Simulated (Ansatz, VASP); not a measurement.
SiC in VASP and in Ansatz

```
CELL_PARAMETERS angstrom
3.19837 0.00000 0.00000
-1.59919 2.76987 0.00000
0.00000 0.00000 5.25003
ATOMIC_POSITIONS crystal
Si 0.33333 0.66667 0.99946
Si 0.66667 0.33333 0.49946
C 0.33333 0.66667 0.37554
C 0.66667 0.33333 0.87554
```

Change from the starting cell: hydrostatic strain +4.0%.

Alike in both runs: task single point; functional PBE; k mesh 12 × 12 × 6; occupations fermi-dirac, width 0.02 eV; no spin polarisation.

|  | VASP | Ansatz |
| --- | --- | --- |
| version | VASP 6.6.1 | Ansatz 0.2.0 |
| potentials or method | VASP PAW PBE potentials, release 64 (Si, C) | plane waves, PAW |
| plane-wave cutoff (eV) | 520 | 420 |
| valence electrons in the cell | 16 | 16 |

|  | VASP | Ansatz | Ansatz less VASP |
| --- | --- | --- | --- |
| gap on the k mesh at the Fermi level (eV) | 2.48 | 2.48 | +0.002 |
| pressure (GPa) | -17.7 | -17.7 | +0.01 |
| traceless stress, the component that is largest in VASP (GPa) | 0.19 | 0.19 | +0.001 |

With one functional, cell and mesh, what is left measures potentials, basis and numerics.
